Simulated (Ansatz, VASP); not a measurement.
## Mg3Sb2 in VASP and in Ansatz

```
CELL_PARAMETERS angstrom
4.59524 0.00000 0.00000
-2.29762 3.97960 0.00000
0.00000 0.00000 7.27304
ATOMIC_POSITIONS crystal
Mg 0.33333 0.66667 0.63222
Mg 0.66667 0.33333 0.36778
Mg 0.00000 0.00000 0.00000
Sb 0.33333 0.66667 0.22572
Sb 0.66667 0.33333 0.77428
```

Alike in both runs: task relaxation of cell and atoms; functional LDA; k mesh 9 × 9 × 6; occupations gaussian, width 0.01 eV; no spin polarisation.

|  | VASP | Ansatz |
| --- | --- | --- |
| version | VASP 6.6.1 | Ansatz 0.2.0 |
| potentials or method | VASP PAW LDA potentials, release 64 (Mg, Sb), cutoff 600 eV | scalar-relativistic, plane waves, PAW |
| valence electrons in the cell | 16 | 60 |

VASP gave:

```
gap on the k mesh at the Fermi level, each at its own relaxed structure (eV) : 0.09
relaxed volume (Å³/atom)                                                     : 24.93
relaxed cell length with the largest relative difference (Å)                 : 7.113
```

Question: Which values does Ansatz return?

Answer: gap on the k mesh at the Fermi level, each at its own relaxed structure (eV): 0.12; relaxed volume (Å³/atom): 24.95; relaxed cell length with the largest relative difference (Å): 7.118.

LDA's correlation is that of Perdew and Zunger in VASP and of Perdew and Wang (1992) in Ansatz. VASP's potentials hold 16 valence electrons a cell and Ansatz's 60, so a difference there can come from the potentials and not from the codes.

Spin-orbit coupling is off throughout.
